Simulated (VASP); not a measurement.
# CdS (P6_3mc) in VASP: notebook, part 2 of 2

VASP 6.6.1. Earlier steps stand in the parts before.

**4. Single point, r2SCAN (uniaxial z strain -3.0%)**

Input file POSCAR:

```
CdS
1.0
    4.1646012827      0.0000000000      0.0000000000
   -2.0823006414      3.6066505075      0.0000000000
    0.0000000000      0.0000000000      6.5630301753
Cd S
2 2
Direct
    0.3333333333      0.6666666667     -0.0048880970
    0.6666666667      0.3333333333      0.4951119030
    0.3333333333      0.6666666667      0.3798880970
    0.6666666667      0.3333333333      0.8798880970
```

Input file INCAR.step1:

```
SYSTEM = CdS
ALGO = Normal
EDIFF = 1E-4
ENCUT = 520
GGA = PE
ISMEAR = 0
LASPH = .True.
LCHARG = .False.
LREAL = .False.
LWAVE = .True.
NBANDS = 26
NELM = 60
PREC = Accurate
SIGMA = 0.01
```

Input file INCAR.step2:

```
SYSTEM = CdS
ALGO = Normal
EDIFF = 1E-7
ENCUT = 520
ISIF = 2
ISMEAR = 0
ISTART = 1
LASPH = .True.
LCHARG = .False.
LMIXTAU = .True.
LREAL = .False.
LWAVE = .False.
METAGGA = R2SCAN
NBANDS = 26
NELM = 60
PREC = Accurate
SIGMA = 0.01
```

Input file KPOINTS:

```
k-points
0
Gamma
  12 12 4
  0 0 0
```

Potentials or basis: VASP PAW PBE potentials, release 64 (Cd, S).

On the command line:

```sh
$ cat potpaw_PBE.64/Cd/POTCAR potpaw_PBE.64/S/POTCAR > POTCAR
$ cp INCAR.step1 INCAR
$ mpirun -np 1 vasp_std > vasp.out
$ cp INCAR.step2 INCAR
$ mpirun -np 1 vasp_std > vasp.out
```

OUTCAR:

```text
SYSTEM = CdS
   EDIFF = 1E-7
   ENCUT = 520
   ISIF = 2
   ISMEAR = 0
   ISTART = 1
   LASPH = .True.
   LREAL = .False.
   METAGGA = R2SCAN
   NELM = 60
   PREC = Accurate

 ion  position               nearest neighbor table
   1  0.333  0.667  0.995-   4 2.52   4 2.52   4 2.52   3 2.53
   2  0.667  0.333  0.495-   3 2.52   3 2.52   3 2.52   4 2.53
   3  0.333  0.667  0.380-   2 2.52   2 2.52   2 2.52   1 2.53
   4  0.667  0.333  0.880-   1 2.52   1 2.52   1 2.52   2 2.53

  LATTYP: Found a hexagonal cell.
 ALAT       =     4.1646012827
 C/A-ratio  =     1.5759084075

  Lattice vectors:

 A1 = (   4.1646012827,   0.0000000000,   0.0000000000)
 A2 = (  -2.0823006414,   3.6066505075,   0.0000000000)
 A3 = (   0.0000000000,   0.0000000000,   6.5630301753)

Analysis of symmetry for initial positions (statically):
=====================================================================
 Subroutine PRICEL returns:
 Original cell was already a primitive cell.

 Routine SETGRP: Setting up the symmetry group for a
 hexagonal supercell.

 Subroutine GETGRP returns: Found 12 space group operations
 (whereof  6 operations were pure point group operations)
 out of a pool of 24 trial point group operations.

The static configuration has the point symmetry C_3v.
 The point group associated with its full space group is C_6v.

Analysis of symmetry for dynamics (positions and initial velocities):
=====================================================================
 Subroutine PRICEL returns:
 Original cell was already a primitive cell.

 Routine SETGRP: Setting up the symmetry group for a
 hexagonal supercell.

 Subroutine GETGRP returns: Found 12 space group operations
 (whereof  6 operations were pure point group operations)
[... 123 lines left out ...]
   EFERMI_NEDOS =   21; number of points for ismear=-14 and -15
   IALGO  =     38    algorithm
   IMIX   =      4    mixing-type and parameters
     AMIX     =   0.40;   BMIX     =  1.00
     AMIX_MAG =   1.60;   BMIX_MAG =  1.00
  volume/ion in A,a.u.               =      24.64       166.31
  Fermi-wavevector in a.u.,A,eV,Ry     =   1.170168  2.211298 18.630377  1.369294
  Thomas-Fermi vector in A             =   2.306631
   LORBIT       =      0    0 simple, 1 ext, 2 COOP (PROOUT), +10 PAW based schemes
   METAGGA = R2SCAN    functional components
   LHFCALC =     F    Hartree Fock is set to
   AEXX    =    0.0000 exact exchange contribution
   IVDW    =     0    specifies the selected vdW correction
   LEPSILON=     F    determine dielectric tensor
   LRPA    =     F    only Hartree local field effects (RPA)
 non-spin polarized calculation
 Gauss-broadening in eV      SIGMA  =   0.01
  energy-cutoff  :      520.00
  volume of cell :       98.58
 maximum number of plane-waves:      2680
 NGX is ok and might be reduce to    32
   NGX = 15   NGY = 15   NGZ = 25

 number of electron      35.9999997 magnetization

 Free energy of the ion-electron system (eV)
  ---------------------------------------------------
  ext. energy  EPLUGINS =         0.00000000
  ---------------------------------------------------
  free energy    TOTEN  =       -59.34943571 eV

  energy without entropy =      -59.34943571  energy(sigma->0) =      -59.34943571

 E-fermi :   1.1619     XC(G=0):  -9.7584

 val. band max:        1.1085217634   @ k =   0.0000   0.0000   0.0000
 cond. band min:       2.8177668012   @ k =   0.0000   0.0000   0.0000
 fundamental gap:      1.7092450378
 Fermi energy:         1.1619356322

 k-point     1 :       0.0000    0.0000    0.0000
  band No.  band energies     occupation
      1     -11.8131      2.00000
      2     -11.3510      2.00000
      3      -6.8597      2.00000
      4      -6.8597      2.00000
      5      -6.8360      2.00000
      6      -6.7700      2.00000
[... 685 lines left out ...]
     25       9.6039      0.00000
     26      10.7697      0.00000

 [... further k-points ...]

------------------------ aborting loop because EDIFF is reached ----------------------------------------

  FORCE on cell =-STRESS in cart. coord.  units (eV):
  Direction    XX          YY          ZZ          XY          YZ          ZX
  --------------------------------------------------------------------------------------
  -------------------------------------------------------------------------------------
  Total        1.1192447      1.1192447      1.9408799     -0.0000000      0.0000000     -0.0000000
  in kB       18.1908811     18.1908811     31.5447698     -0.0000000      0.0000000     -0.0000000
  external PRESSURE =      22.6421773 kB  Pullay stress =       0.0000000 kB

 VOLUME and BASIS-vectors are now :
 -----------------------------------------------------------------------------
  energy-cutoff  :      520.00
  volume of cell :       98.58
      direct lattice vectors                 reciprocal lattice vectors
     4.164601283  0.000000000  0.000000000     0.240119025  0.138632784  0.000000000
    -2.082300641  3.606650507  0.000000000     0.000000000  0.277265568  0.000000000
     0.000000000  0.000000000  6.563030175     0.000000000  0.000000000  0.152368643

 POSITION                                       TOTAL-FORCE (eV/Angst)
 -----------------------------------------------------------------------------------
     -0.00000      2.40443      6.53095        -0.000000      0.000000     -0.003280
      2.08230      1.20222      3.24943         0.000000     -0.000000     -0.003280
     -0.00000      2.40443      2.49322        -0.000000      0.000000      0.003280
      2.08230      1.20222      5.77473        -0.000000      0.000000      0.003280
 -----------------------------------------------------------------------------------
    total drift:                               -0.000000     -0.000000     -0.006209

  FREE ENERGIE OF THE ION-ELECTRON SYSTEM (eV)
  ---------------------------------------------------
  free  energy   TOTEN  =       -59.3494357075 eV

  energy  without entropy=      -59.3494357075  energy(sigma->0) =      -59.34943571
```

OSZICAR.step1:

```text
N       E                     dE             d eps       ncg     rms          rms(c)
DAV:   1     0.250676706861E+03    0.25068E+03   -0.17688E+04  2964   0.128E+03
DAV:   2     0.526654118107E+00   -0.25015E+03   -0.24131E+03  3228   0.320E+02
DAV:   3    -0.131649224103E+02   -0.13692E+02   -0.13610E+02  3530   0.754E+01
DAV:   4    -0.133061756271E+02   -0.14125E+00   -0.14113E+00  3422   0.741E+00
DAV:   5    -0.133083041433E+02   -0.21285E-02   -0.21284E-02  3484   0.905E-01    0.116E+01
DAV:   6    -0.122473349975E+02    0.10610E+01   -0.18823E+00  3914   0.144E+01    0.914E+00
DAV:   7    -0.122281202391E+02    0.19215E-01   -0.76895E-01  3094   0.467E+00    0.400E+00
DAV:   8    -0.122241382021E+02    0.39820E-02   -0.95721E-02  3206   0.309E+00    0.582E-01
DAV:   9    -0.122229542414E+02    0.11840E-02   -0.15653E-02  3216   0.158E+00    0.172E-01
DAV:  10    -0.122231058975E+02   -0.15166E-03   -0.13130E-03  3206   0.383E-01    0.114E-01
DAV:  11    -0.122232443692E+02   -0.13847E-03   -0.28529E-04  3130   0.118E-01    0.843E-02
DAV:  12    -0.122232530211E+02   -0.86519E-05   -0.14159E-04  2192   0.943E-02
   1 F= -.12223253E+02 E0= -.12223253E+02  d E =-.321926E-19
```

Wall time 3.8 min (1 thread of Intel Xeon 6975P-C (Granite Rapids), shared host); peak memory 0.31 GiB.

Results:

| Item | Value |
| --- | --- |
| Free energy | -59.3494 eV |
| Pressure | 2.3 GPa |
| Largest force | 0.003 eV/Å |
| Band gap on the k mesh | 1.71 eV |

Forces on the atoms (eV/Å):
```
Cd   0.000  0.000 -0.003
Cd   0.000  0.000 -0.003
S    0.000  0.000  0.003
S    0.000  0.000  0.003
```

Caveat: the cell differs from its parent crystal (uniaxial z strain -3.0%); the PAW data sets were made with another functional, which shifts forces and pressure a little. A k mesh can miss the band edges.

**5. Single point, r2SCAN (uniaxial z strain -2.0%)**

Input file POSCAR:

```
CdS
1.0
    4.1646012827      0.0000000000      0.0000000000
   -2.0823006414      3.6066505075      0.0000000000
    0.0000000000      0.0000000000      6.6306902802
Cd S
2 2
Direct
    0.3333333333      0.6666666667     -0.0034438646
    0.6666666667      0.3333333333      0.4965561354
    0.3333333333      0.6666666667      0.3784438646
    0.6666666667      0.3333333333      0.8784438646
```

Input file INCAR.step1:

```
SYSTEM = CdS
PREC = Accurate
ENCUT = 520
ISMEAR = 0
SIGMA = 0.01
LREAL = .FALSE.
LASPH = .TRUE.
NELM = 60
NBANDS = 26
GGA = PE
ALGO = Normal
EDIFF = 1E-4
LWAVE = .TRUE.
LCHARG = .FALSE.
```

Input file INCAR.step2:

```
SYSTEM = CdS
PREC = Accurate
ENCUT = 520
EDIFF = 1E-6
ISMEAR = 0
SIGMA = 0.01
LREAL = .FALSE.
LASPH = .TRUE.
NELM = 60
ALGO = Normal
ISIF = 2
LWAVE = .FALSE.
LCHARG = .FALSE.
METAGGA = R2SCAN
LMIXTAU = .TRUE.
NBANDS = 26
ISTART = 1
```

Input file KPOINTS:

```
Automatic mesh
0
G
  12 12 4
  0 0 0
```

On the command line:

```sh
$ cat potpaw_PBE.64/Cd/POTCAR potpaw_PBE.64/S/POTCAR > POTCAR
$ cp INCAR.step1 INCAR
$ mpirun -np 1 vasp_std > vasp.out
$ cp INCAR.step2 INCAR
$ mpirun -np 1 vasp_std > vasp.out
```

Run time: 3.2 min. Hardware: 1 thread of Intel Xeon 6975P-C (Granite Rapids), shared host; peak memory 0.31 GiB.

It converged, with:

```yaml
Free_energy: -59.3665 eV
Pressure: 1.6 GPa
Largest_force: 0.005 eV/Å
Band_gap_on_the_k_mesh: 1.69 eV
```

Forces in eV/Å, atoms in the order of the input:
```
Cd   0.000  0.000 -0.005
Cd   0.000  0.000 -0.005
S    0.000  0.000  0.005
S    0.000  0.000  0.005
```

Stress tensor (GPa, compression positive):
```
1.27 0.00 0.00
0.00 1.27 0.00
0.00 0.00 2.23
```

Levels at points of the mesh, in eV from the valence-band top:
| k point | band 14 | band 15 | band 16 | band 17 | band 18 | band 19 | band 20 | band 21 | band 22 | band 23 |
| --- | --- | --- | --- | --- | --- | --- | --- | --- | --- | --- |
| (0.00, 0.00, 0.00) | -0.81 | -0.81 | -0.02 | -0.02 | 0.00 | 1.69 | 3.10 | 6.90 | 6.90 | 7.55 |
| (0.50, 0.00, 0.00) | -3.53 | -2.66 | -1.97 | -1.27 | -0.80 | 4.15 | 4.22 | 5.51 | 7.02 | 7.56 |
| (0.00, 0.00, 0.50) | -2.38 | -0.43 | -0.43 | -0.43 | -0.43 | 3.27 | 3.27 | 6.71 | 6.71 | 7.23 |
| (0.50, 0.00, 0.50) | -4.18 | -1.42 | -1.42 | -1.27 | -1.27 | 3.93 | 3.93 | 5.81 | 5.81 | 8.41 |

Caveat: the cell differs from its parent crystal (uniaxial z strain -2.0%); the PAW data sets were made with another functional, which shifts forces and pressure a little. A k mesh can miss the band edges.

**6. Summary**

| level | cell | k mesh | gap on the mesh (eV) | pressure (GPa) |
| --- | --- | --- | --- | --- |
| PBE | a = 4.165, b = 4.165, c = 7.037 Å, angles 90.0, 90.0, 120.0°, 4 atoms, uniaxial z strain +4.0% | 6 × 6 × 2 | 1.00 | -0.5 |
| r2SCAN | a = 4.165, b = 4.165, c = 6.495 Å, angles 90.0, 90.0, 120.0°, 4 atoms, uniaxial z strain -4.0% | 12 × 12 × 4 | 1.73 | 3.0 |
| r2SCAN | a = 4.165, b = 4.165, c = 6.563 Å, angles 90.0, 90.0, 120.0°, 4 atoms, uniaxial z strain -3.0% | 12 × 12 × 4 | 1.71 | 2.3 |
| r2SCAN | a = 4.165, b = 4.165, c = 6.631 Å, angles 90.0, 90.0, 120.0°, 4 atoms, uniaxial z strain -2.0% | 12 × 12 × 4 | 1.69 | 1.6 |

Alike in all rows: task single point; potentials or basis VASP PAW PBE potentials, release 64 (Cd, S); no spin polarisation; cutoff (eV) 520; smearing gaussian 0.01 eV.

Caveats: some runs use coarse meshes; the PAW data sets were made with another functional, which shifts forces and pressure a little (at least some runs).

Total energies depend on the potentials used, so only differences within one code and one set of settings carry meaning.
